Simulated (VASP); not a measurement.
Here is a VASP 6.6.1 calculation.

INCAR

```
SYSTEM = BN
PREC = Accurate ; ENCUT = 520
EDIFF = 1E-7 ; ISMEAR = 0
SIGMA = 0.05 ; LREAL = .False.
LASPH = .True. ; NELM = 100
ALGO = Normal ; ISIF = 2
LWAVE = .False. ; LCHARG = .True.
GGA = PS ; LELF = .True.
LVHAR = .True. ; NBANDS = 26
```

The input KPOINTS:

```
Automatic mesh
0
Gamma
  6 6 10
  0 0 0
```

File POSCAR:

```
BN
1.0
    4.3323000000      0.0000000000      0.0000000000
    0.0000000000      4.3323000000      0.0000000000
    0.0000000000      0.0000000000      2.8426000000
B N
4 4
Direct
    0.1741337327      0.8258662673      0.5000000000
    0.3258662673      0.3258662673      0.0000000000
    0.6741337327      0.6741337327      0.0000000000
    0.8258662673      0.1741337327      0.5000000000
    0.8123909516      0.8123909516      0.5000000000
    0.3123909516      0.6876090484      0.0000000000
    0.6876090484      0.3123909516      0.0000000000
    0.1876090484      0.1876090484      0.5000000000
```

Potentials or basis: VASP PAW PBE potentials, release 64 (B, N).

Command:

```bash
$ cat potpaw_PBE.64/B/POTCAR potpaw_PBE.64/N/POTCAR > POTCAR
$ mpirun -np 1 vasp_std > vasp.out
```

(1) Estimate the largest force.

(2) Predict the pressure.

(3) What does it give for the band gap on the k mesh?

Results:

(1) 0.828 eV/Å.

(2) -23.7 GPa.

(3) 3.62 eV.

Caveat: the cell stands under tension; the PAW data sets were made with another functional, which shifts forces and pressure a little.
